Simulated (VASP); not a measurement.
Set up this calculation in VASP 6.6.1, as the native input.

```yaml
Task: single point
Functional: PBE
Potentials_or_basis: VASP PAW PBE potentials, release 64 (W_sv, Si)
Cutoff: 520 eV
k_mesh: 10 × 10 × 10
Occupations: fermi-dirac, width 0.1 eV
Spin: no spin polarisation
Dipole_correction: no
Further_INCAR_settings: ALGO = Normal; EDIFF = 1e-06; NBANDS = 18
```

The structure of Si2W (fluorite type) lies in POSCAR:

```
Si2W
1.0
    0.0000000000      2.7974974281      2.7974974281
    2.7974974281      0.0000000000      2.7974974281
    2.7974974281      2.7974974281      0.0000000000
W Si
1 2
Direct
    0.0000000000      0.0000000000      0.0000000000
    0.2500000000      0.2500000000      0.2500000000
    0.7500000000      0.7500000000      0.7500000000
```

These files were run (other wordings do the same):

INCAR

```
PREC = Accurate ; ENCUT = 520
EDIFF = 1E-6 ; ISMEAR = -1
SIGMA = 0.1 ; LREAL = False
LASPH = True ; NELM = 80
ALGO = Normal ; ISIF = 2
LWAVE = False ; LCHARG = False
GGA = PE ; NBANDS = 18
```

KPOINTS

```
regular mesh
0
Gamma
  10 10 10
```

Potentials or basis: VASP PAW PBE potentials, release 64 (W_sv, Si).

Run with:

```console
$ cat potpaw_PBE.64/W_sv/POTCAR potpaw_PBE.64/Si/POTCAR > POTCAR
$ mpirun -np 1 vasp_std > vasp.out
```

Results of the run:

```json
{
 "Pressure": "29.4 GPa",
 "Band gap on the k mesh": "zero (band 11 reaches 11.42 eV, above the bottom of band 12 at 9.19 eV)"
}
```

Caveat: spin-orbit coupling is left out, which moves the levels of the heavy elements.

Wall time 26 s on 1 thread of Intel(R) Xeon(R) Platinum 8488C (Sapphire Rapids), with other jobs on the host, peak memory 0.19 GiB.
